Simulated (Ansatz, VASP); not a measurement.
**ZrC: VASP beside Ansatz**

INCAR

```
ALGO = Normal
EDIFF = 1E-6
ENCUT = 520
GGA = PS
ISIF = 2
ISMEAR = 0
LASPH = True
LCHARG = False
LREAL = False
LWAVE = False
NBANDS = 15
NELM = 60
PREC = Accurate
SIGMA = 0.1
```

File KPOINTS:

```
k-points
0
Gamma
  16 16 16
```

The input POSCAR:

```
ZrC
1.0
    0.0000000000      2.3803503023      2.3803503023
    2.3803503023      0.0000000000      2.3803503023
    2.3803503023      2.3803503023      0.0000000000
Zr C
1 1
Direct
    0.5000000000      0.5000000000      0.5000000000
    0.0000000000      0.0000000000      0.0000000000
```

Input for Ansatz:

```yaml
crystal:
  lattice:
    - [0.0, 2.3803503023, 2.3803503023]
    - [2.3803503023, 0.0, 2.3803503023]
    - [2.3803503023, 2.3803503023, 0.0]
  atoms:
    - { symbol: Zr, position: [0.5, 0.5, 0.5] }
    - { symbol: C, position: [0.0, 0.0, 0.0] }
basis:
  ecutwfc: 420
kpoints:
  mp_grid: { grid: [16, 16, 16] }
hamiltonian:
  xc: pbesol
scf:
  occupations: { method: gaussian, width: 0.1 }
output:
  forces: true
  stress: true
  eigenvalues: true
```

Alike in both runs: task single point; functional PBEsol; k mesh 16 × 16 × 16; occupations gaussian, width 0.1 eV; no spin polarisation.

|  | VASP | Ansatz |
| --- | --- | --- |
| version | VASP 6.6.1 | Ansatz 0.2.0 |
| potentials or method | VASP PAW PBE potentials, release 64 (Zr_sv, C), cutoff 520 eV | scalar-relativistic, plane waves, PAW |
| valence electrons in the cell | 16 | 16 |

```tsv
	VASP	Ansatz	Ansatz less VASP
gap on the k mesh at the Fermi level (eV)	none	none	-
pressure (GPa)	-11.9	-12.3	-0.31
```

VASP's potentials were made for PBE, not for PBEsol. A gap of «none» marks a metal or a gap that the smearing closes.
